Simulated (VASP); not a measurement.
# C (P6_3/mmc) in VASP: further runs

C is run at these levels: LDA; tasks: single point.

The COD entry that gives the cell may itself be a prediction, so a difference from it is no test against experiment.

Program: VASP 6.6.1. These are calculated values, not measurements. Logs are shortened: lines on timing, memory, paths and dates and some standing lists are left out, and cuts for length are marked.

**1. The cell of the first run**

It takes space group P6_3/mmc (No. 194, hexagonal). Conventional cell: a = 2.667 Å, b = 2.667 Å, c = 12.497 Å, α = 90.00°, β = 90.00°, γ = 120.00°. Within 2.1 Å of C (site symmetry 3m) lie 4 C at 1.58 to 1.63 Å. C (site symmetry 3m) has 4 C at 1.55 to 1.62 Å within 2.1 Å. Within 2.1 Å of C (site symmetry 3m) lie 4 C at 1.55 to 1.63 Å.

**2. Single point, LDA**

The input, INCAR:

```
SYSTEM = C
PREC = Accurate
ENCUT = 520
EDIFF = 1E-7
ISMEAR = 0
SIGMA = 0.05
LREAL = .FALSE.
LASPH = .TRUE.
NELM = 80
ALGO = Normal
ISIF = 2
LWAVE = .FALSE.
LCHARG = .TRUE.
GGA = CA
LELF = .TRUE.
LVHAR = .TRUE.
NBANDS = 36
```

The input, KPOINTS:

```
Automatic mesh
0
G
  12 12 2
  0 0 0
```

The input, POSCAR:

```
C
1.0
    2.6666000000      0.0000000000      0.0000000000
   -1.3333000000      2.3093433417      0.0000000000
    0.0000000000      0.0000000000     12.4967000000
C
12
Direct
    0.0000000000      0.0000000000      0.1868599868
    0.0000000000      0.0000000000      0.6868599868
    0.0000000000      0.0000000000      0.3131400132
    0.0000000000      0.0000000000      0.8131400132
    0.3333333333      0.6666666667      0.5207718743
    0.6666666667      0.3333333333      0.0207718743
    0.3333333333      0.6666666667      0.9792281257
    0.6666666667      0.3333333333      0.4792281257
    0.3333333333      0.6666666667      0.6450609412
    0.6666666667      0.3333333333      0.1450609412
    0.3333333333      0.6666666667      0.8549390588
    0.6666666667      0.3333333333      0.3549390588
```

Potentials or basis: VASP PAW LDA potentials, release 64 (C).

Launch:

```sh
$ cat potpaw_LDA.64/C/POTCAR > POTCAR
$ mpirun -np 1 vasp_std > vasp.out
```

OUTCAR:

```text
SYSTEM = C
   PREC = Accurate
   ENCUT = 520
   EDIFF = 1E-7
   ISMEAR = 0
   LREAL = .FALSE.
   LASPH = .TRUE.
   NELM = 80
   ISIF = 2
   GGA = CA

 ion  position               nearest neighbor table
   1  0.000  0.000  0.187-   3 1.58  10 1.63  10 1.63  10 1.63
   2  0.000  0.000  0.687-   4 1.58   9 1.63   9 1.63   9 1.63
   3  0.000  0.000  0.313-   1 1.58  12 1.63  12 1.63  12 1.63
   4  0.000  0.000  0.813-   2 1.58  11 1.63  11 1.63  11 1.63
   5  0.333  0.667  0.521-   9 1.55   8 1.62   8 1.62   8 1.62
   6  0.667  0.333  0.021-  10 1.55   7 1.62   7 1.62   7 1.62
   7  0.333  0.667  0.979-  11 1.55   6 1.62   6 1.62   6 1.62
   8  0.667  0.333  0.479-  12 1.55   5 1.62   5 1.62   5 1.62
   9  0.333  0.667  0.645-   5 1.55   2 1.63   2 1.63   2 1.63
  10  0.667  0.333  0.145-   6 1.55   1 1.63   1 1.63   1 1.63
  11  0.333  0.667  0.855-   7 1.55   4 1.63   4 1.63   4 1.63
  12  0.667  0.333  0.355-   8 1.55   3 1.63   3 1.63   3 1.63

  LATTYP: Found a hexagonal cell.
 ALAT       =     2.6666000000
 C/A-ratio  =     4.6863796595

  Lattice vectors:

 A1 = (   2.6666000000,   0.0000000000,   0.0000000000)
 A2 = (  -1.3333000000,   2.3093433417,   0.0000000000)
 A3 = (   0.0000000000,   0.0000000000,  12.4967000000)

Analysis of symmetry for initial positions (statically):
=====================================================================
 Subroutine PRICEL returns:
 Original cell was already a primitive cell.

 Routine SETGRP: Setting up the symmetry group for a
 hexagonal supercell.

 Subroutine GETGRP returns: Found 24 space group operations
 (whereof 12 operations were pure point group operations)
 out of a pool of 24 trial point group operations.

The static configuration has the point symmetry D_3d.
 The point group associated with its full space group is D_6h.

Analysis of symmetry for dynamics (positions and initial velocities):
=====================================================================
 Subroutine PRICEL returns:
 Original cell was already a primitive cell.

 Routine SETGRP: Setting up the symmetry group for a
 hexagonal supercell.

 Subroutine GETGRP returns: Found 24 space group operations
 (whereof 12 operations were pure point group operations)
 out of a pool of 24 trial point group operations.

The dynamic configuration has the point symmetry D_3d.
 The point group associated with its full space group is D_6h.

 Subroutine INISYM returns: Found 24 space group operations
 (whereof 12 operations are pure point group operations),
 and found     1 'primitive' translations

----------------------------------------------------------------------------------------

                                     Primitive cell

  volume of cell :      76.9559

  direct lattice vectors                    reciprocal lattice vectors
     2.666600000  0.000000000  0.000000000     0.375009375  0.216511764  0.000000000
    -1.333300000  2.309343342  0.000000000     0.000000000  0.433023527  0.000000000
     0.000000000  0.000000000 12.496700000     0.000000000  0.000000000  0.080021126

  length of vectors
     2.666600000  2.666600000 12.496700000     0.433023527  0.433023527  0.080021126

  position of ions in fractional coordinates (direct lattice)
     0.000000000  0.000000000  0.186859987
     0.000000000  0.000000000  0.686859987
     0.000000000  0.000000000  0.313140013
     0.000000000  0.000000000  0.813140013
     0.333333333  0.666666667  0.520771874
     0.666666667  0.333333333  0.020771874
     0.333333333  0.666666667  0.979228126
     0.666666667  0.333333333  0.479228126
     0.333333333  0.666666667  0.645060941
     0.666666667  0.333333333  0.145060941
     0.333333333  0.666666667  0.854939059
     0.666666667  0.333333333  0.354939059

  ion indices of the primitive-cell ions
   primitive index   ion index
                 1           1
                 2           2
                 3           3
                 4           4
                 5           5
                 6           6
                 7           7
                 8           8
                 9           9
                10          10
                11          11
                12          12

----------------------------------------------------------------------------------------

 KPOINTS: Automatic mesh

Automatic generation of k-mesh.
 Grid dimensions read from file:
 generate k-points for:   12   12    2

 Generating k-lattice:

  Cartesian coordinates                     Fractional coordinates (reciprocal lattice)
     0.031250781  0.018042647  0.000000000     0.083333333  0.000000000  0.000000000
     0.000000000  0.036085294  0.000000000     0.000000000  0.083333333  0.000000000
     0.000000000  0.000000000  0.040010563     0.000000000  0.000000000  0.500000000

  Length of vectors
     0.036085294  0.036085294  0.040010563

  Shift w.r.t. Gamma in fractional coordinates (k-lattice)
     0.000000000  0.000000000  0.000000000

 Subroutine IBZKPT returns following result:
 ===========================================

 Found     38 irreducible k-points:

 Following reciprocal coordinates:
            Coordinates               Weight
  0.000000  0.000000  0.000000      1.000000
  0.083333  0.000000  0.000000      6.000000
  0.166667 -0.000000  0.000000      6.000000
  0.250000 -0.000000  0.000000      6.000000
  0.333333 -0.000000  0.000000      6.000000
  0.416667  0.000000  0.000000      6.000000
[... 16 lines left out ...]
  0.250000 -0.000000  0.500000      6.000000
  0.333333 -0.000000  0.500000      6.000000
 [... further k-points ...]
   k-points           NKPTS =     38   k-points in BZ     NKDIM =     38   number of bands    NBANDS=     36
   number of dos      NEDOS =    301   number of ions     NIONS =     12
   total plane-waves  NPLWV =  38400
   dimension x,y,z NGX =    20 NGY =   20 NGZ =   96
   dimension x,y,z NGXF=    40 NGYF=   40 NGZF=  192
   ions per type =              12
   NGX,Y,Z   is equivalent  to a cutoff of  12.47, 12.47, 12.77 a.u.
   NGXF,Y,Z  is equivalent  to a cutoff of  24.94, 24.94, 25.54 a.u.
 SYSTEM =  C
   PREC   = accura    normal or accurate (medium, high low for compatibility)
   ISTART =      0    job   : 0-new  1-cont  2-samecut
   ICHARG =      2    charge: 1-file 2-atom 10-const
   ISPIN  =      1    spin polarized calculation?
   LNONCOLLINEAR =      F non collinear calculations
   LSORBIT =      F    spin-orbit coupling
   LASPH  =      T    aspherical Exc in radial PAW
   ENCUT  =  520.0 eV  38.22 Ry    6.18 a.u.   4.96  4.96 23.24*2*pi/ulx,y,z
   NELM   =     80;   NELMIN=  2; NELMDL= -5     # of ELM steps
   EDIFF  = 0.1E-06   stopping-criterion for ELM
   LREAL  =      F    real-space projection
   EDIFFG = 0.1E-05   stopping-criterion for IOM
   NSW    =      0    number of steps for IOM
   IBRION =     -1    ionic relax: 0-MD 1-quasi-New 2-CG
   NFREE  =      0    steps in history (QN), initial steepest desc. (CG)
   ISIF   =      2    stress and relaxation
   ISYM   =      2    0-nonsym 1-usesym 2-fastsym
   POTIM  = 0.5000    time-step for ionic-motion
   TEBEG  =    0.0;   TEEND  =   0.0 temperature during run
   PSTRESS=    0.0 pullay stress
   NELECT =      48.0000    total number of electrons
   NUPDOWN=      -1.0000    fix difference up-down
   EMIN   =  10.00;   EMAX   =-10.00  energy-range for DOS
   EFERMI =   0.00;   METHOD = LEGACY
   ISMEAR =     0;   SIGMA  =   0.05  broadening in eV -4-tet -1-fermi 0-gaus
   EFERMI_NEDOS =   21; number of points for ismear=-14 and -15
   IALGO  =     38    algorithm
   IMIX   =      4    mixing-type and parameters
     AMIX     =   0.40;   BMIX     =  1.00
     AMIX_MAG =   1.60;   BMIX_MAG =  1.00
  volume/ion in A,a.u.               =       6.41        43.28
  Fermi-wavevector in a.u.,A,eV,Ry     =   1.398754  2.643262 26.619971  1.956513
  Thomas-Fermi vector in A             =   2.521881
   LORBIT       =      0    0 simple, 1 ext, 2 COOP (PROOUT), +10 PAW based schemes
   GGA     = CA    functional components
   LHFCALC =     F    Hartree Fock is set to
   AEXX    =    0.0000 exact exchange contribution
   IVDW    =     0    specifies the selected vdW correction
   LEPSILON=     F    determine dielectric tensor
   LRPA    =     F    only Hartree local field effects (RPA)
 non-spin polarized calculation
 Gauss-broadening in eV      SIGMA  =   0.05
  energy-cutoff  :      520.00
  volume of cell :       76.96
 maximum number of plane-waves:      2104
 NGX is ok and might be reduce to    20
   NGX =  9   NGY =  9   NGZ = 47

 number of electron      47.9999994 magnetization

 Free energy of the ion-electron system (eV)
  ---------------------------------------------------
  ext. energy  EPLUGINS =         0.00000000
  ---------------------------------------------------
  free energy    TOTEN  =      -119.09969886 eV

  energy without entropy =     -119.09969886  energy(sigma->0) =     -119.09969886

 E-fermi :   8.3617     XC(G=0): -12.9105

 val. band max:        8.1308077542   @ k =   0.0000   0.0000   0.0000
 cond. band min:      11.7520703978   @ k =   0.5000  -0.0000   0.0000
 fundamental gap:      3.6212626436
 Fermi energy:         8.3617098792

 k-point     1 :       0.0000    0.0000    0.0000
  band No.  band energies     occupation
      1     -11.7636      2.00000
      2     -11.0436      2.00000
      3     -10.9807      2.00000
      4      -8.8320      2.00000
      5      -8.7739      2.00000
      6      -5.9622      2.00000
[... 28 lines left out ...]
     35      14.5687      0.00000
     36      14.5956      0.00000
[... 866 lines left out ...]
      6      -5.1285      2.00000
[... 28 lines left out ...]
     35      16.8861      0.00000
     36      16.8861      0.00000

 [... further k-points ...]

------------------------ aborting loop because EDIFF is reached ----------------------------------------

  FORCE on cell =-STRESS in cart. coord.  units (eV):
  Direction    XX          YY          ZZ          XY          YZ          ZX
  --------------------------------------------------------------------------------------
  -------------------------------------------------------------------------------------
  Total      -31.9208133    -31.9208133    -10.1714540     -0.0000000      0.0000000     -0.0000000
  in kB     -664.5731723   -664.5731723   -211.7638851     -0.0000000      0.0000000     -0.0000000
  external PRESSURE =    -513.6367432 kB  Pullay stress =       0.0000000 kB

 VOLUME and BASIS-vectors are now :
 -----------------------------------------------------------------------------
  energy-cutoff  :      520.00
  volume of cell :       76.96
      direct lattice vectors                 reciprocal lattice vectors
     2.666600000  0.000000000  0.000000000     0.375009375  0.216511764  0.000000000
    -1.333300000  2.309343342  0.000000000     0.000000000  0.433023527  0.000000000
     0.000000000  0.000000000 12.496700000     0.000000000  0.000000000  0.080021126

 POSITION                                       TOTAL-FORCE (eV/Angst)
 -----------------------------------------------------------------------------------
      0.00000      0.00000      2.33513        -0.000000      0.000000     -0.039699
      0.00000      0.00000      8.58348         0.000000     -0.000000     -0.039699
      0.00000      0.00000      3.91322         0.000000     -0.000000      0.039699
      0.00000      0.00000     10.16157         0.000000      0.000000      0.039699
     -0.00000      1.53956      6.50793         0.000000     -0.000000      0.024688
      1.33330      0.76978      0.25958        -0.000000      0.000000      0.024688
     -0.00000      1.53956     12.23712         0.000000     -0.000000     -0.024688
      1.33330      0.76978      5.98877        -0.000000      0.000000     -0.024688
     -0.00000      1.53956      8.06113        -0.000000     -0.000000     -0.110811
      1.33330      0.76978      1.81278         0.000000      0.000000     -0.110811
     -0.00000      1.53956     10.68392        -0.000000     -0.000000      0.110811
      1.33330      0.76978      4.43557        -0.000000      0.000000      0.110811
 -----------------------------------------------------------------------------------
    total drift:                                0.000000      0.000000      0.000000

  FREE ENERGIE OF THE ION-ELECTRON SYSTEM (eV)
  ---------------------------------------------------
  free  energy   TOTEN  =      -119.0996988556 eV

  energy  without entropy=     -119.0996988556  energy(sigma->0) =     -119.09969886
```

It took 3 min on 1 thread of AMD EPYC 7R13, shared host; peak memory 0.16 GiB.

Results:

```yaml
Free_energy: -119.0997 eV
Pressure: -51.4 GPa
Largest_force: 0.111 eV/Å
Band_gap_on_the_k_mesh: 3.62 eV, indirect (least direct gap 4.49 eV)
```

Forces in eV/Å, atoms in the order of the input:
```
C    0.000  0.000 -0.040
C    0.000  0.000 -0.040
C    0.000  0.000  0.040
C    0.000  0.000  0.040
C    0.000  0.000  0.025
C    0.000  0.000  0.025
C    0.000  0.000 -0.025
C    0.000  0.000 -0.025
C    0.000  0.000 -0.111
C    0.000  0.000 -0.111
C    0.000  0.000  0.111
C    0.000  0.000  0.111
```

Levels at points of the mesh, in eV from the valence-band top:
```csv
k point,band 22,band 23,band 24,band 25,band 26,band 27
"(0.00, 0.00, 0.00)",-0.27,0.00,0.00,4.49,4.49,5.65
"(0.50, 0.00, 0.00)",-3.59,-3.23,-2.39,3.62,4.24,4.39
"(0.00, 0.00, 0.50)",-0.36,-0.36,-0.36,4.92,4.92,4.92
"(0.50, 0.00, 0.50)",-3.32,-2.76,-2.76,3.80,3.80,5.14
```

**3. Single point, LDA**

This run uses another cell than the first one, of 6.52 Å³/atom, 1.016 times its volume.

The input, INCAR:

```
ALGO = Normal ; EDIFF = 1E-6
ENCUT = 520 ; ISIF = 2
ISMEAR = 0 ; LASPH = T
LCHARG = F ; LREAL = F
LWAVE = F ; NBANDS = 36
NELM = 60 ; PREC = Accurate
SIGMA = 0.05
```

The input, KPOINTS:

```
k-points
0
Gamma
  12 12 2
```

POSCAR, as its differences from that of step 2:

```diff
@@ -4,3 +4,3 @@
    -1.3333000000      2.3093433417      0.0000000000
-    0.0000000000      0.0000000000     12.4967000000
+    0.0000000000      0.0000000000     12.7015000000
 C
```

Potentials or basis: VASP PAW LDA potentials, release 64 (C).

Launch:

```sh
$ cat potpaw_LDA.64/C/POTCAR > POTCAR
$ mpirun -np 1 vasp_std > vasp.out
```

Wall time 3.8 min (1 thread of AMD EPYC 7R13, shared host); peak memory 0.16 GiB.

It converged, with:

```
Free energy            : -118.8726 eV
Pressure               : -56.1 GPa
Largest force          : 0.110 eV/Å
Band gap on the k mesh : 3.76 eV, indirect (least direct gap 4.63 eV)
```

Forces on the atoms (eV/Å):
```
C    0.000  0.000 -0.011
C    0.000  0.000 -0.011
C    0.000  0.000  0.011
C    0.000  0.000  0.011
C    0.000  0.000  0.070
C    0.000  0.000  0.070
C    0.000  0.000 -0.070
C    0.000  0.000 -0.070
C    0.000  0.000 -0.110
C    0.000  0.000 -0.110
C    0.000  0.000  0.110
C    0.000  0.000  0.110
```

Stress tensor (GPa, compression positive):
```
-65.79   0.00   0.00
  0.00 -65.79   0.00
  0.00   0.00 -36.64
```

Levels at points of the mesh, in eV from the valence-band top:
| k point | band 20 | band 21 | band 22 | band 23 | band 24 | band 25 | band 26 | band 27 | band 28 | band 29 |
| --- | --- | --- | --- | --- | --- | --- | --- | --- | --- | --- |
| (0.00, 0.00, 0.00) | -0.98 | -0.98 | -0.20 | 0.00 | 0.00 | 4.63 | 4.63 | 5.67 | 5.71 | 5.71 |
| (0.50, 0.00, 0.00) | -3.87 | -3.57 | -3.52 | -3.17 | -2.41 | 3.80 | 4.38 | 4.52 | 5.50 | 6.12 |
| (0.00, 0.00, 0.50) | -1.13 | -0.33 | -0.33 | -0.33 | -0.33 | 5.02 | 5.02 | 5.02 | 5.02 | 5.83 |
| (0.50, 0.00, 0.50) | -4.41 | -3.29 | -3.29 | -2.75 | -2.75 | 3.96 | 3.96 | 5.23 | 5.23 | 5.69 |

A k mesh can miss the band edges. As with any semilocal functional, this LDA gap is likely too small.
